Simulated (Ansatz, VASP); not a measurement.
# Two plane-wave programs on Os4C

```
CELL_PARAMETERS angstrom
0.00000 3.98259 3.98259
3.98259 0.00000 3.98259
3.98259 3.98259 0.00000
ATOMIC_POSITIONS crystal
Os 0.61159 0.16523 0.61159
Os 0.61159 0.61159 0.61159
Os 0.16523 0.61159 0.61159
Os 0.61159 0.61159 0.16523
C 0.75000 0.75000 0.75000
```

Alike in both runs: functional PBE; k mesh 8 × 8 × 8; occupations gaussian, width 0.1 eV; no spin polarisation.

Ansatz relaxed the structure, and its values are those at the end. VASP's run is a single point on that final structure, the one shown.

|  | VASP | Ansatz |
| --- | --- | --- |
| version | VASP 6.6.1 | Ansatz 0.2.0 |
| potentials or method | VASP PAW PBE potentials, release 64 (Os_sv_GW, C), cutoff 600 eV | scalar-relativistic, plane waves, PAW |
| valence electrons in the cell | 68 | 68 |

```csv
,VASP,Ansatz,Ansatz less VASP
gap on the k mesh at the Fermi level (eV),none,none,-
pressure (GPa),-0.3,0.0,+0.27
```

A gap of «none» marks a metal or a gap that the smearing closes.

Neither program's run includes spin-orbit coupling.
